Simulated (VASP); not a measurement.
A run of VASP 6.6.1:

File INCAR:

```
SYSTEM = NbH2
PREC = Accurate
ENCUT = 500
EDIFF = 1E-6
ISMEAR = -1
SIGMA = 0.05
LREAL = .FALSE.
LASPH = .TRUE.
NELM = 120
ALGO = Normal
ISIF = 2
LWAVE = .FALSE.
LCHARG = .FALSE.
GGA = PS
NBANDS = 14
GGA_COMPAT = .FALSE.
```

KPOINTS

```
regular mesh
0
G
  16 16 16
  0 0 0
```

The input POSCAR:

```
NbH2
1.0
    0.0000000000      2.2588250415      2.2588250415
    2.2588250415      0.0000000000      2.2588250415
    2.2588250415      2.2588250415      0.0000000000
Nb H
1 2
Direct
    0.0000000000      0.0000000000      0.0000000000
    0.2500000000      0.2500000000      0.2500000000
    0.7500000000      0.7500000000      0.7500000000
```

Potentials or basis: VASP PAW PBE potentials, release 64 (Nb_sv, H).

The run is started by

```console
$ cat potpaw_PBE.64/Nb_sv/POTCAR potpaw_PBE.64/H/POTCAR > POTCAR
$ mpirun -np 1 vasp_std > vasp.out
```

Hardware: 1 thread of Intel(R) Xeon(R) 6975P-C (Granite Rapids) (shared host).

Question: How long does it take, and how much memory?

Answer: Wall time 15 s on 1 thread of Intel(R) Xeon(R) 6975P-C (Granite Rapids), on a shared host, peak memory 0.17 GiB. Counts: scf iterations 13, k points 145.
